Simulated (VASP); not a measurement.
GaAs: single point with PBE

GaAs:

```xyz
2
Lattice="0.0000 2.6645 2.6645 2.6645 0.0000 2.6645 2.6645 2.6645 0.0000" Properties=species:S:1:pos:R:3 pbc="T T T"
Ga    0.0000    0.0000    0.0000
As    2.6645    2.6645    2.6645
```

```yaml
Program: VASP 6.6.1
Task: single point
Functional: PBE
Potentials_or_basis: VASP PAW PBE potentials, release 64 (Ga_d, As)
Cutoff: 500 eV
k_mesh: 8 × 8 × 8
Occupations: fermi-dirac, width 0.02 eV
Spin: no spin polarisation
Dipole_correction: no
Further_INCAR_settings: ALGO = Normal; EDIFF = 1e-06; NBANDS = 16
```

| Quantity | Value |
| --- | --- |
| Pressure | 3.0 GPa |
| Band gap on the k mesh | zero (bands 9 and 10 overlap by 3.18 eV) |

Levels at points of the mesh, in eV from the Fermi level:
```
           k point  band 6  band 7  band 8  band 9  band 10  band 11  band 12  band 13
(0.00, 0.00, 0.00)  -13.37    0.03    0.03    0.03     0.18     7.33     7.33     7.33
(0.50, 0.00, 0.00)  -10.99   -7.77    0.23    0.23     2.73     2.98     2.98     4.41
(0.50, 0.50, 0.00)  -10.06   -5.69   -3.58   -2.64    -2.64     3.54    10.32    10.32
```

Run time: 32 s on 1 thread of Intel Xeon 8259CL, with other jobs on the host, peak memory 0.16 GiB.

Caveat: the cell stands under pressure.
